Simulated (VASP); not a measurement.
## Au: single point with r2SCAN

The system is Au.

```
CELL_PARAMETERS angstrom
2.85374 0.00000 0.00000
-1.42687 2.47141 0.00000
0.00000 0.00000 9.55655
ATOMIC_POSITIONS crystal
Au 0.00000 0.00000 0.00000
Au 0.00000 0.00000 0.50000
Au 0.33333 0.66667 0.25000
Au 0.66667 0.33333 0.75000
```

This isn't the form of Au at room conditions, which is fcc.

```json
{"Program": "VASP 6.6.1", "Task": "single point", "Functional": "r2SCAN", "Potentials or basis": "VASP PAW PBE potentials, release 64 (Au)", "Cutoff": "520 eV", "k mesh": "14 × 14 × 4", "Occupations": "fermi-dirac, width 0.1 eV", "Spin": "no spin polarisation"}
```

- Pressure: 7.5 GPa
- Band gap on the k mesh: zero (bands 22 and 23 overlap by 5.32 eV)

Stress tensor (GPa, compression positive):
```
7.95 0.00 0.00
0.00 7.95 0.00
0.00 0.00 6.65
```

Levels at points of the mesh, in eV from the Fermi level:
```tsv
k point	band 19	band 20	band 21	band 22	band 23	band 24	band 25	band 26
(0.00, 0.00, 0.00)	-3.18	-2.90	-2.90	-2.29	-2.29	-1.02	2.88	11.23
(0.50, 0.00, 0.00)	-1.91	-1.87	-0.43	0.38	1.24	1.55	3.92	4.14
(0.00, 0.00, 0.50)	-3.34	-3.34	-2.54	-2.54	-2.54	-2.54	6.21	6.21
(0.50, 0.00, 0.50)	-1.89	-1.89	0.37	0.37	1.40	1.40	4.44	4.44
```

It took 2.5 min on 1 thread of Intel(R) Xeon(R) 6975P-C (Granite Rapids), on a shared host, peak memory 0.26 GiB.

Caveat: the cell stands under pressure; the PAW data sets were made with another functional, which shifts forces and pressure a little; spin-orbit coupling is left out, which moves the levels of the heavy elements.
